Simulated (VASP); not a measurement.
# BN (Fmm2) in VASP: notebook

BN is run at these levels: PBE; tasks: single point.

All numbers are computed with VASP 6.6.1; they aren't measurements. Logs are shortened: lines on timing, memory, paths and dates and some standing lists are left out, and cuts for length are marked.

### Step 1. The cell of the first run

Symmetry: Fmm2, No. 42, orthorhombic system. Conventional cell: a = 2.503 Å, b = 6.991 Å, c = 4.332 Å, α = 90.00°, β = 90.00°, γ = 90.00°. Within 1.9 Å of B (site symmetry mm2) lie 3 N at 1.44 Å. N (site symmetry mm2) has 3 B at 1.44 Å within 1.9 Å.

### Step 2. Single point, PBE

File INCAR:

```
ALGO = Normal ; EDIFF = 1E-6
ENCUT = 520 ; GGA = PE
ISIF = 2 ; ISMEAR = -1
LASPH = T ; LCHARG = T
LELF = T ; LREAL = F
LVHAR = T ; LWAVE = F
NBANDS = 11 ; NELM = 80
PREC = Accurate ; SIGMA = 0.78
```

File KPOINTS:

```
k-points
0
Gamma
  12 12 12
```

File POSCAR:

```
BN
1.0
    0.0000000000      3.4953158300      2.1660912400
    1.2516321000      0.0000000000      2.1660912400
    1.2516321000      3.4953158300      0.0000000000
B N
1 1
Direct
    0.0000486500      0.0000486500      0.9999513500
    0.6666513400      0.6666513400      0.3333486600
```

Potentials or basis: VASP PAW PBE potentials, release 64 (B, N).

On the command line:

```bash
cat potpaw_PBE.64/B/POTCAR potpaw_PBE.64/N/POTCAR > POTCAR
mpirun -np 1 vasp_std > vasp.out
```

OUTCAR:

```text
EDIFF = 1E-6
   ENCUT = 520
   GGA = PE
   ISIF = 2
   ISMEAR = -1
   LASPH = T
   LREAL = F
   NELM = 80
   PREC = Accurate

 ion  position               nearest neighbor table
   1  0.000  0.000  1.000-   2 1.44   2 1.44   2 1.44
   2  0.667  0.667  0.333-   1 1.44   1 1.44   1 1.44

  LATTYP: Found a face centered orthorhombic cell.
 ALAT       =     2.5032642000
 B/A-ratio  =     1.7306133647
 C/A-ratio  =     2.7926064137

  Lattice vectors:

 A1 = (   0.0000000000,   3.4953158300,   2.1660912400)
 A2 = (  -1.2516321000,   3.4953158300,   0.0000000000)
 A3 = (  -1.2516321000,   0.0000000000,   2.1660912400)

Analysis of symmetry for initial positions (statically):
=====================================================================
 Subroutine PRICEL returns:
 Original cell was already a primitive cell.

 Routine SETGRP: Setting up the symmetry group for a
 face centered orthorhombic supercell.

 Subroutine GETGRP returns: Found  4 space group operations
 (whereof  4 operations were pure point group operations)
 out of a pool of  8 trial point group operations.

The static configuration has the point symmetry C_2v.

Analysis of symmetry for dynamics (positions and initial velocities):
=====================================================================
 Subroutine PRICEL returns:
 Original cell was already a primitive cell.

 Routine SETGRP: Setting up the symmetry group for a
 face centered orthorhombic supercell.

 Subroutine GETGRP returns: Found  4 space group operations
 (whereof  4 operations were pure point group operations)
 out of a pool of  8 trial point group operations.

The dynamic configuration has the point symmetry C_2v.

 Subroutine INISYM returns: Found  4 space group operations
 (whereof  4 operations are pure point group operations),
 and found     1 'primitive' translations

----------------------------------------------------------------------------------------

                                     Primitive cell

  volume of cell :      18.9526

  direct lattice vectors                    reciprocal lattice vectors
     0.000000000  3.495315830  2.166091240    -0.399478409  0.143048590  0.230830535
     1.251632100  0.000000000  2.166091240     0.399478409 -0.143048590  0.230830535
     1.251632100  3.495315830  0.000000000     0.399478409  0.143048590 -0.230830535

  length of vectors
     4.112077822  2.501706252  3.712656147     0.483041027  0.483041027  0.483041027

  position of ions in fractional coordinates (direct lattice)
     0.000048650  0.000048650  0.999951350
     0.666651340  0.666651340  0.333348660

  ion indices of the primitive-cell ions
   primitive index   ion index
                 1           1
                 2           2

----------------------------------------------------------------------------------------

 KPOINTS: k-points

Automatic generation of k-mesh.
 Grid dimensions read from file:
 generate k-points for:   12   12   12

 Generating k-lattice:

  Cartesian coordinates                     Fractional coordinates (reciprocal lattice)
    -0.033289867  0.011920716  0.019235878     0.083333333  0.000000000  0.000000000
     0.033289867 -0.011920716  0.019235878     0.000000000  0.083333333  0.000000000
     0.033289867  0.011920716 -0.019235878     0.000000000  0.000000000  0.083333333

  Length of vectors
     0.040253419  0.040253419  0.040253419

  Shift w.r.t. Gamma in fractional coordinates (k-lattice)
     0.000000000  0.000000000  0.000000000

 Subroutine IBZKPT returns following result:
 ===========================================

 Found    280 irreducible k-points:

 Following reciprocal coordinates:
            Coordinates               Weight
  0.000000  0.000000  0.000000      1.000000
  0.083333  0.000000 -0.000000      8.000000
  0.166667  0.000000 -0.000000      8.000000
  0.250000  0.000000  0.000000      8.000000
  0.333333  0.000000  0.000000      8.000000
  0.416667  0.000000 -0.000000      8.000000
[... 16 lines left out ...]
  0.500000  0.166667  0.000000      8.000000
 -0.416667  0.166667  0.000000      8.000000
 [... further k-points ...]
   k-points           NKPTS =    280   k-points in BZ     NKDIM =    280   number of bands    NBANDS=     11
   number of dos      NEDOS =    301   number of ions     NIONS =      2
   total plane-waves  NPLWV =  17920
   dimension x,y,z NGX =    32 NGY =   20 NGZ =   28
   dimension x,y,z NGXF=    64 NGYF=   40 NGZF=   56
   ions per type =               1   1
   NGX,Y,Z   is equivalent  to a cutoff of  12.94, 13.29, 12.54 a.u.
   NGXF,Y,Z  is equivalent  to a cutoff of  25.87, 26.58, 25.08 a.u.
 SYSTEM =  unknown system
   PREC   = accura    normal or accurate (medium, high low for compatibility)
   ISTART =      0    job   : 0-new  1-cont  2-samecut
   ICHARG =      2    charge: 1-file 2-atom 10-const
   ISPIN  =      1    spin polarized calculation?
   LNONCOLLINEAR =      F non collinear calculations
   LSORBIT =      F    spin-orbit coupling
   LASPH  =      T    aspherical Exc in radial PAW
   ENCUT  =  520.0 eV  38.22 Ry    6.18 a.u.   7.65  4.65  6.90*2*pi/ulx,y,z
   NELM   =     80;   NELMIN=  2; NELMDL= -5     # of ELM steps
   EDIFF  = 0.1E-05   stopping-criterion for ELM
   LREAL  =      F    real-space projection
   EDIFFG = 0.1E-04   stopping-criterion for IOM
   NSW    =      0    number of steps for IOM
   IBRION =     -1    ionic relax: 0-MD 1-quasi-New 2-CG
   NFREE  =      0    steps in history (QN), initial steepest desc. (CG)
   ISIF   =      2    stress and relaxation
   ISYM   =      2    0-nonsym 1-usesym 2-fastsym
   POTIM  = 0.5000    time-step for ionic-motion
   TEBEG  =    0.0;   TEEND  =   0.0 temperature during run
   PSTRESS=    0.0 pullay stress
   NELECT =       8.0000    total number of electrons
   NUPDOWN=      -1.0000    fix difference up-down
   EMIN   =  10.00;   EMAX   =-10.00  energy-range for DOS
   EFERMI =   0.00;   METHOD = LEGACY
   ISMEAR =    -1;   SIGMA  =   0.78  broadening in eV -4-tet -1-fermi 0-gaus
   EFERMI_NEDOS =   21; number of points for ismear=-14 and -15
   IALGO  =     38    algorithm
   IMIX   =      4    mixing-type and parameters
     AMIX     =   0.40;   BMIX     =  1.00
     AMIX_MAG =   1.60;   BMIX_MAG =  1.00
  volume/ion in A,a.u.               =       9.48        63.95
  Fermi-wavevector in a.u.,A,eV,Ry     =   1.228047  2.320672 20.518928  1.508099
  Thomas-Fermi vector in A             =   2.362987
   LORBIT       =      0    0 simple, 1 ext, 2 COOP (PROOUT), +10 PAW based schemes
   GGA     = PE    functional components
   LHFCALC =     F    Hartree Fock is set to
   AEXX    =    0.0000 exact exchange contribution
   IVDW    =     0    specifies the selected vdW correction
   LEPSILON=     F    determine dielectric tensor
   LRPA    =     F    only Hartree local field effects (RPA)
 non-spin polarized calculation
  energy-cutoff  :      520.00
  volume of cell :       18.95
 maximum number of plane-waves:       529
   NGX = 15   NGY =  9   NGZ = 13

 number of electron       8.0000000 magnetization

 Free energy of the ion-electron system (eV)
  ---------------------------------------------------
  ext. energy  EPLUGINS =         0.00000000
  ---------------------------------------------------
  free energy    TOTEN  =       -17.62409142 eV

  energy without entropy =      -17.44261886  energy(sigma->0) =      -17.53335514

 E-fermi :   4.0761     XC(G=0):  -9.7497

 val. band max:        1.9461091306   @ k =   0.5000  -0.3333   0.1667
 cond. band min:       5.8169728568   @ k =   0.0000   0.5000   0.5000
 fundamental gap:      3.8708637262
 Fermi energy:         4.0761073254

 k-point     1 :       0.0000    0.0000    0.0000
  band No.  band energies     occupation
      1     -15.9133      2.00000
      2      -2.5222      1.99958
      3       0.5308      1.97899
      4       0.5373      1.97881
      5       6.8278      0.05706
      6      13.4812      0.00001
      7      13.5408      0.00001
      8      14.9266      0.00000
      9      16.3931      0.00000
     10      27.5707      0.00000
     11      28.7257      0.00000

 k-point     2 :       0.0833    0.0000   -0.0000
  band No.  band energies     occupation
      1     -15.7749      2.00000
      2      -2.3872      1.99950
      3      -0.0271      1.98967
      4       0.2742      1.98483
      5       7.1421      0.03850
      6      13.4458      0.00001
      7      14.0896      0.00001
      8      14.4443      0.00000
      9      16.8409      0.00000
     10      27.1147      0.00000
     11      27.9700      0.00000

 k-point     3 :       0.1667    0.0000   -0.0000
  band No.  band energies     occupation
      1     -15.3676      2.00000
      2      -1.9886      1.99916
      3      -1.4309      1.99828
      4      -0.3547      1.99320
      5       7.9742      0.01342
      6      13.1237      0.00002
      7      13.3076      0.00001
      8      15.6993      0.00000
      9      17.9402      0.00000
     10      24.4191      0.00000
     11      28.3381      0.00000

 k-point     4 :       0.2500    0.0000    0.0000
  band No.  band energies     occupation
      1     -14.7208      2.00000
      2      -3.2262      1.99983
      3      -1.3099      1.99800
      4      -1.0836      1.99732
      5       9.0587      0.00336
      6      11.4567      0.00016
      7      13.1551      0.00002
      8      17.9733      0.00000
      9      19.2551      0.00000
     10      22.2097      0.00000
     11      26.9955      0.00000
[... 239 lines left out ...]
 k-point    22 :       0.4167    0.1667    0.0000
  band No.  band energies     occupation
      1     -13.5924      2.00000
      2      -5.0122      1.99998
      3      -2.9304      1.99975
      4       0.1395      1.98722
      5       8.7860      0.00476
      6      11.3927      0.00017
      7      14.7090      0.00000
      8      17.6962      0.00000
      9      18.9099      0.00000
     10      22.6984      0.00000
     11      25.6217      0.00000

 k-point    23 :       0.5000    0.1667    0.0000
  band No.  band energies     occupation
      1     -12.8397      2.00000
      2      -6.1994      2.00000
      3      -3.4533      1.99987
      4       0.9734      1.96324
      5       7.3411      0.02996
      6      12.8177      0.00003
      7      14.9934      0.00000
      8      17.2521      0.00000
      9      19.7727      0.00000
     10      23.1813      0.00000
     11      24.4689      0.00000

 k-point    24 :      -0.4167    0.1667    0.0000
  band No.  band energies     occupation
      1     -12.4856      2.00000
      2      -6.7099      2.00000
      3      -3.6203      1.99990
      4       1.3049      1.94431
      5       6.7023      0.06669
      6      13.4754      0.00001
      7      15.3883      0.00000
      8      17.0786      0.00000
      9      20.2766      0.00000
     10      22.5041      0.00000
     11      24.2566      0.00000

 [... further k-points ...]
[... 5 lines left out ...]
  --------------------------------------------------------------------------------------
  -------------------------------------------------------------------------------------
  Total        0.6016723      0.1822788      0.6196597      0.0000000      0.0000000      0.0000000
  in kB       50.8628544     15.4090851     52.3834355      0.0000000      0.0000000      0.0000000
  external PRESSURE =      39.5517916 kB  Pullay stress =       0.0000000 kB

 VOLUME and BASIS-vectors are now :
 -----------------------------------------------------------------------------
  energy-cutoff  :      520.00
  volume of cell :       18.95
      direct lattice vectors                 reciprocal lattice vectors
     0.000000000  3.495315830  2.166091240    -0.399478409  0.143048590  0.230830535
     1.251632100  0.000000000  2.166091240     0.399478409 -0.143048590  0.230830535
     1.251632100  3.495315830  0.000000000     0.399478409  0.143048590 -0.230830535

 POSITION                                       TOTAL-FORCE (eV/Angst)
 -----------------------------------------------------------------------------------
      1.25163      3.49532      0.00021         0.000000      0.000000      0.000133
      1.25163      3.49532      2.88806         0.000000      0.000000     -0.000133
 -----------------------------------------------------------------------------------
    total drift:                                0.000006     -0.000011     -0.000063

  FREE ENERGIE OF THE ION-ELECTRON SYSTEM (eV)
  ---------------------------------------------------
  free  energy   TOTEN  =       -17.6240914229 eV

  energy  without entropy=      -17.4426188586  energy(sigma->0) =      -17.53335514
```

It took 65 s on 1 thread of Intel Xeon Platinum 8488C (Sapphire Rapids), shared host; peak memory 0.18 GiB.

Results:

```
Free energy            : -17.6241 eV
Pressure               : 4.0 GPa
Band gap on the k mesh : 3.87 eV, indirect (least direct gap 4.58 eV)
```

A k mesh can miss the band edges. As with any semilocal functional, this PBE gap is likely too small.

### Step 3. Single point, PBE

File INCAR:

```
PREC = Accurate
ENCUT = 520
EDIFF = 1E-6
ISMEAR = -1
SIGMA = 1.55
LREAL = F
LASPH = T
NELM = 100
ALGO = Normal
ISIF = 2
LWAVE = F
LCHARG = F
GGA = PE
NBANDS = 11
```

File KPOINTS:

```
Automatic mesh
0
Gamma
  12 12 12
```

POSCAR is that of step 2.

Potentials or basis: VASP PAW PBE potentials, release 64 (B, N).

On the command line:

```bash
cat potpaw_PBE.64/B/POTCAR potpaw_PBE.64/N/POTCAR > POTCAR
mpirun -np 1 vasp_std > vasp.out
```

It took 52 s on 1 thread of Intel Xeon Platinum 8488C (Sapphire Rapids), shared host; peak memory 0.18 GiB.

Results (log left out):

```yaml
Free_energy: -18.1886 eV
Pressure: 10.2 GPa
Largest_force: 0.003 eV/Å
Band_gap_on_the_k_mesh: 4.01 eV, indirect (least direct gap 4.73 eV)
```

Forces on the atoms (eV/Å):
```
B    0.000  0.000 -0.003
N    0.000  0.000  0.003
```

Stress tensor (GPa, compression positive):
```
13.77  0.00  0.00
 0.00  2.63  0.00
 0.00  0.00 14.20
```

Levels at points of the mesh, in eV from the valence-band top:
```
           k point  band 1  band 2  band 3  band 4  band 5  band 6  band 7  band 8
(0.00, 0.00, 0.00)  -17.84   -4.40   -1.44   -1.43    5.01   11.62   11.68   13.02
(0.50, 0.00, 0.00)  -14.69   -8.93   -4.21   -0.98    4.80    9.92   13.44   15.80
(0.50, 0.50, 0.00)  -14.73   -9.02   -4.20   -0.51    5.94    9.52   12.34   13.92
(0.50, 0.00, 0.50)  -17.65   -6.00   -1.45   -1.43    9.60   11.58   11.64   11.97
(0.00, 0.50, 0.50)  -14.63   -8.84   -4.24   -1.41    4.01   10.00   14.62   18.53
```

### Step 4. Single point, PBE

File INCAR:

```
SYSTEM = BN
ALGO     = Normal         ! electronic algorithm
EDIFF    = 1E-6           ! SCF threshold, eV
ENCUT    = 520            ! plane-wave cutoff, eV
GGA      = PE             ! functional
ISIF     = 2              ! what is computed and relaxed
ISMEAR   = 1              ! smearing method
LASPH    = .TRUE.         ! aspherical terms in the spheres
LCHARG   = .FALSE.        ! write CHGCAR
LREAL    = .FALSE.        ! projectors in reciprocal space
LWAVE    = .FALSE.        ! write WAVECAR
NBANDS   = 11             ! bands
NELM     = 60             ! most SCF steps
PREC     = Accurate       ! precision mode
SIGMA    = 0.4            ! smearing width, eV
```

File KPOINTS:

```
k-points
0
G
  12 12 12
  0 0 0
```

POSCAR is that of step 3.

On the command line:

```bash
cat potpaw_PBE.64/B/POTCAR potpaw_PBE.64/N/POTCAR > POTCAR
mpirun -np 1 vasp_std > vasp.out
```

Wall time 45 s (1 thread of Intel Xeon Platinum 8488C (Sapphire Rapids), shared host); peak memory 0.18 GiB.

Results (log left out):

```
Free energy            : -17.5855 eV
Pressure               : 3.3 GPa
Largest force          : 0.009 eV/Å
Band gap on the k mesh : 3.85 eV, indirect (least direct gap 4.55 eV)
```

Forces on the atoms (eV/Å):
```
B    0.000  0.000  0.009
N    0.000  0.000 -0.009
```

Stress tensor (GPa, compression positive):
```
4.11 0.00 0.00
0.00 1.58 0.00
0.00 0.00 4.14
```

Levels at points of the mesh, in eV from the valence-band top:
```csv
k point,band 2,band 3,band 4,band 5,band 6,band 7
"(0.00, 0.00, 0.00)",-4.48,-1.42,-1.41,4.86,11.51,11.57
"(0.50, 0.00, 0.00)",-8.99,-4.22,-1.01,4.63,9.82,13.33
"(0.50, 0.50, 0.00)",-9.08,-4.21,-0.52,5.77,9.41,12.24
"(0.50, 0.00, 0.50)",-6.12,-1.44,-1.41,9.58,11.47,11.53
"(0.00, 0.50, 0.50)",-8.89,-4.25,-1.46,3.85,9.90,14.50
```

### Step 5. Summary

| smearing | gap on the mesh (eV) | pressure (GPa) |
| --- | --- | --- |
| fermi-dirac 0.78 eV | 3.87 | 4.0 |
| fermi-dirac 1.55 eV | 4.01 | 10.2 |
| methfessel-paxton 0.4 eV | 3.85 | 3.3 |

Alike in all rows: task single point; level PBE; potentials or basis VASP PAW PBE potentials, release 64 (B, N); no spin polarisation; cell as given; k mesh 12 × 12 × 12; cutoff (eV) 520.

On the cell as given the gap runs from 3.85 eV (PBE) to 4.01 eV (PBE).

Total energies depend on the potentials used, so only differences within one code and one set of settings carry meaning.
